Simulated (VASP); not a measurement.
# SnSe (P1) in VASP: single point with r2SCAN

Aim: the single point of SnSe with r2SCAN.

Program: VASP 6.6.1. These are calculated values, not measurements. Logs are shortened: lines on timing, memory, paths and dates and some standing lists are left out, and cuts for length are marked.

### Step 1. The cell of the first run

The typed cell holds 16 atoms: a = 8.491 Å, b = 8.491 Å, c = 8.491 Å, α = 60.00°, β = 60.00°, γ = 60.00°.

### Step 2. Single point, r2SCAN

POSCAR reads:

```
SnSe
1.0
    0.0000000000      6.0042263075      6.0042263075
    6.0042263075      0.0000000000      6.0042263075
    6.0042263075      6.0042263075      0.0000000000
Sn Se
8 8
Direct
   -0.0005548592     -0.0070089796      0.0000502146
    0.0105815465     -0.0053840409      0.4973408474
    0.0068686618      0.4989062448     -0.0090199798
    0.0010957282      0.5011513301      0.4994660172
    0.4921800659      0.0029097005      0.0013526306
    0.4963249797      0.0029015395      0.4992342637
    0.4899112474      0.5082553261      0.0002306709
    0.5001866762      0.4978681427      0.5046305460
    0.2494376333      0.2533000793      0.2535638935
    0.2451120968      0.2542799724      0.7607285712
    0.2423149005      0.7509691123      0.2557164606
    0.2547658802      0.7506454236      0.7389824721
    0.7485117599      0.2477090176      0.2472113681
    0.7450085608      0.2544550991      0.7462876598
    0.7622268492      0.7432040818      0.2538332871
    0.7547596090      0.7454301805      0.7528188094
```

INCAR.step1 reads:

```
ALGO = Normal ; EDIFF = 1E-4
ENCUT = 520 ; GGA = PE
ISMEAR = -1 ; LASPH = T
LCHARG = F ; LREAL = Auto
LWAVE = T ; NBANDS = 94
NELM = 100 ; PREC = Accurate
SIGMA = 0.02
```

INCAR.step2 reads:

```
ALGO = Normal ; EDIFF = 1E-6
ENCUT = 520 ; ISIF = 2
ISMEAR = -1 ; ISTART = 1
LASPH = T ; LCHARG = F
LMIXTAU = T ; LREAL = Auto
LWAVE = F ; METAGGA = R2SCAN
NBANDS = 94 ; NELM = 100
PREC = Accurate ; SIGMA = 0.02
```

KPOINTS reads:

```
k-points
0
Gamma
  2 2 2
```

Potentials or basis: VASP PAW PBE potentials, release 64 (Sn_d, Se).

Started as:

```bash
$ cat potpaw_PBE.64/Sn_d/POTCAR potpaw_PBE.64/Se/POTCAR > POTCAR
$ cp INCAR.step1 INCAR
$ mpirun -np 1 vasp_std > vasp.out
$ cp INCAR.step2 INCAR
$ mpirun -np 1 vasp_std > vasp.out
```

OUTCAR:

```text
EDIFF = 1E-6
   ENCUT = 520
   ISIF = 2
   ISMEAR = -1
   ISTART = 1
   LASPH = T
   LREAL = Auto
   METAGGA = R2SCAN
   NELM = 100
   PREC = Accurate

 ion  position               nearest neighbor table
   1  0.999  0.993  0.000-  15 2.93  11 2.99  13 3.01  12 3.02  10 3.05  14 3.05
   2  0.011  0.995  0.497-  11 2.92  12 2.92   9 2.99  16 3.03  14 3.06  13 3.08
   3  0.007  0.499  0.991-  10 2.85  16 2.94  12 3.00   9 3.03  15 3.05  13 3.06
   4  0.001  0.501  0.499-  15 2.91  11 2.95   9 2.96  16 2.99  14 3.02  10 3.04
   5  0.492  0.003  0.001-  10 2.93  11 3.01   9 3.02  14 3.03  16 3.04  15 3.14
   6  0.496  0.003  0.499-   9 2.96  12 2.97  13 2.98  15 3.04  16 3.07  10 3.08
[... 8 lines left out ...]
  15  0.762  0.743  0.254-   4 2.91   1 2.93   6 3.04   3 3.05   8 3.05   5 3.14
  16  0.755  0.745  0.753-   3 2.94   4 2.99   7 3.02   2 3.03   5 3.04   6 3.07

  LATTYP: Found a face centered cubic cell.
 ALAT       =    12.0084526150

  Lattice vectors:

 A1 = (   0.0000000000,   6.0042263075,   6.0042263075)
 A2 = (   6.0042263075,   0.0000000000,   6.0042263075)
 A3 = (   6.0042263075,   6.0042263075,   0.0000000000)

Analysis of symmetry for initial positions (statically):
=====================================================================
 Subroutine PRICEL returns:
 Original cell was already a primitive cell.

 Routine SETGRP: Setting up the symmetry group for a
 face centered cubic supercell.

 Subroutine GETGRP returns: Found  1 space group operations
 (whereof  1 operations were pure point group operations)
 out of a pool of 48 trial point group operations.

The static configuration has the point symmetry C_1 .

Analysis of symmetry for dynamics (positions and initial velocities):
=====================================================================
 Subroutine PRICEL returns:
 Original cell was already a primitive cell.

 Routine SETGRP: Setting up the symmetry group for a
 face centered cubic supercell.

 Subroutine GETGRP returns: Found  1 space group operations
 (whereof  1 operations were pure point group operations)
 out of a pool of 48 trial point group operations.

The dynamic configuration has the point symmetry C_1 .

 Subroutine INISYM returns: Found  1 space group operations
 (whereof  1 operations are pure point group operations),
 and found     1 'primitive' translations

[... 107 lines left out ...]
   EDIFFG = 0.1E-04   stopping-criterion for IOM
   NSW    =      0    number of steps for IOM
   IBRION =     -1    ionic relax: 0-MD 1-quasi-New 2-CG
   NFREE  =      0    steps in history (QN), initial steepest desc. (CG)
   ISIF   =      2    stress and relaxation
   ISYM   =      2    0-nonsym 1-usesym 2-fastsym
   POTIM  = 0.5000    time-step for ionic-motion
   TEBEG  =    0.0;   TEEND  =   0.0 temperature during run
   PSTRESS=    0.0 pullay stress
   NELECT =     160.0000    total number of electrons
   NUPDOWN=      -1.0000    fix difference up-down
   EMIN   =  10.00;   EMAX   =-10.00  energy-range for DOS
   EFERMI =   0.00;   METHOD = LEGACY
   ISMEAR =    -1;   SIGMA  =   0.02  broadening in eV -4-tet -1-fermi 0-gaus
   EFERMI_NEDOS =   21; number of points for ismear=-14 and -15
   IALGO  =     38    algorithm
   IMIX   =      4    mixing-type and parameters
     AMIX     =   0.40;   BMIX     =  1.00
     AMIX_MAG =   1.60;   BMIX_MAG =  1.00
  volume/ion in A,a.u.               =      27.06       182.59
  Fermi-wavevector in a.u.,A,eV,Ry     =   1.174846  2.220138 18.779634  1.380264
  Thomas-Fermi vector in A             =   2.311237
   LORBIT       =      0    0 simple, 1 ext, 2 COOP (PROOUT), +10 PAW based schemes
   METAGGA = R2SCAN    functional components
   LHFCALC =     F    Hartree Fock is set to
   AEXX    =    0.0000 exact exchange contribution
   IVDW    =     0    specifies the selected vdW correction
   LEPSILON=     F    determine dielectric tensor
   LRPA    =     F    only Hartree local field effects (RPA)
 non-spin polarized calculation
  energy-cutoff  :      520.00
  volume of cell :      432.91
 maximum number of plane-waves:     11702
 NGX is ok and might be reduce to    64
   NGX = 31   NGY = 31   NGZ = 31

 number of electron     160.0000011 magnetization

 Free energy of the ion-electron system (eV)
  ---------------------------------------------------
  ext. energy  EPLUGINS =         0.00000000
  ---------------------------------------------------
  free energy    TOTEN  =      -319.19451980 eV

  energy without entropy =     -319.19451615  energy(sigma->0) =     -319.19451798

 E-fermi :   5.9871     XC(G=0): -10.2535

 val. band max:        5.7605478927   @ k =   0.0000   0.0000   0.0000
 cond. band min:       6.2015989689   @ k =   0.0000   0.0000   0.0000
 fundamental gap:      0.4410510763
 Fermi energy:         5.9871229427

 k-point     1 :       0.0000    0.0000    0.0000
  band No.  band energies     occupation
      1     -16.8387      2.00000
      2     -16.8360      2.00000
      3     -16.8346      2.00000
      4     -16.8173      2.00000
      5     -16.8162      2.00000
      6     -16.8153      2.00000
[... 749 lines left out ...]
     91       7.8511      0.00000
     92       7.9499      0.00000
 [bands above 92 left out]

------------------------ aborting loop because EDIFF is reached ----------------------------------------

  FORCE on cell =-STRESS in cart. coord.  units (eV):
  Direction    XX          YY          ZZ          XY          YZ          ZX
  --------------------------------------------------------------------------------------
  -------------------------------------------------------------------------------------
  Total       -2.1019082     -2.2338043     -2.5647144      0.0408749      0.0736808      0.1161565
  in kB       -7.7789891     -8.2671257     -9.4917969      0.1512747      0.2726866      0.4298857
  external PRESSURE =      -8.5126372 kB  Pullay stress =       0.0000000 kB

 VOLUME and BASIS-vectors are now :
 -----------------------------------------------------------------------------
  energy-cutoff  :      520.00
  volume of cell :      432.91
      direct lattice vectors                 reciprocal lattice vectors
     0.000000000  6.004226307  6.004226307    -0.083274676  0.083274676  0.083274676
     6.004226307  0.000000000  6.004226307     0.083274676 -0.083274676  0.083274676
     6.004226307  6.004226307  0.000000000     0.083274676  0.083274676 -0.083274676

 POSITION                                       TOTAL-FORCE (eV/Angst)
 -----------------------------------------------------------------------------------
      5.96244      6.00120     11.96304         0.268962     -0.077000     -0.037929
      8.95805      3.04968      6.03543         0.166286     -0.342215     -0.147572
      8.94561      5.99131      3.03679         0.200438     -0.073701     -0.215963
      6.00793      3.00549      3.01561         0.118079     -0.105011     -0.128262
      0.02559      2.96328      2.97263        -0.078219      0.084306      0.153636
      3.01494      5.97756      2.99747        -0.186148      0.093059      0.242764
[... 8 lines left out ...]
      5.98644      6.10066      9.03895         0.259661     -0.210275     -0.077123
      8.99583      9.05184      9.00748         0.082685     -0.105620      0.048401
 -----------------------------------------------------------------------------------
    total drift:                               -0.013380     -0.011597      0.011834

  FREE ENERGIE OF THE ION-ELECTRON SYSTEM (eV)
  ---------------------------------------------------
  free  energy   TOTEN  =      -319.1945198020 eV

  energy  without entropy=     -319.1945161496  energy(sigma->0) =     -319.19451798
```

It took 33 min on 1 thread of Intel Xeon Platinum 8375C at 2.90GHz (Ice Lake), shared host; peak memory 0.73 GiB.

What came out:

| Item | Value |
| --- | --- |
| Free energy | -319.1945 eV |
| Pressure | -0.9 GPa |
| Largest force | 0.408 eV/Å |
| Band gap on the k mesh | 0.44 eV |

Forces in eV/Å, atoms in the order of the input:
```
Sn   0.269 -0.077 -0.038
Sn   0.166 -0.342 -0.148
Sn   0.200 -0.074 -0.216
Sn   0.118 -0.105 -0.128
Sn  -0.078  0.084  0.154
Sn  -0.186  0.093  0.243
Sn  -0.256  0.282  0.094
Sn  -0.237  0.034  0.041
Se  -0.200  0.030 -0.001
Se  -0.290  0.093  0.084
Se  -0.056 -0.033  0.127
Se   0.118  0.143 -0.138
Se  -0.045  0.039  0.059
Se   0.134  0.148 -0.103
Se   0.260 -0.210 -0.077
Se   0.083 -0.106  0.048
```

Levels at points of the mesh, in eV from the valence-band top:
```
           k point  band 78  band 79  band 80  band 81  band 82  band 83
(0.00, 0.00, 0.00)    -0.02     0.00     0.00     0.44     0.47     0.49
(0.50, 0.00, 0.00)    -2.29    -1.25    -1.11     2.11     2.21     2.26
(0.00, 0.50, 0.00)    -2.31    -1.22    -1.15     2.13     2.20     2.32
(0.00, 0.00, 0.50)    -2.30    -1.20    -1.15     2.13     2.18     2.33
(0.50, 0.50, 0.50)    -2.29    -1.19    -1.16     2.14     2.16     2.31
(0.50, 0.50, 0.00)    -0.83    -0.74    -0.67     1.04     1.08     1.19
(0.00, 0.50, 0.50)    -0.80    -0.78    -0.72     1.11     1.16     1.19
(0.50, 0.00, 0.50)    -0.81    -0.75    -0.68     1.05     1.13     1.21
```

Caveat: the k points lie up to 0.45 Å⁻¹ apart; the atoms stand as in a frame of molecular dynamics; the structure was generated, so it needn't be the stable form of SnSe; semilocal functionals underestimate gaps, and a narrow one can read as zero; the PAW data sets were made with another functional, which shifts forces and pressure a little; spin-orbit coupling is left out, which moves the levels of the heavy elements.
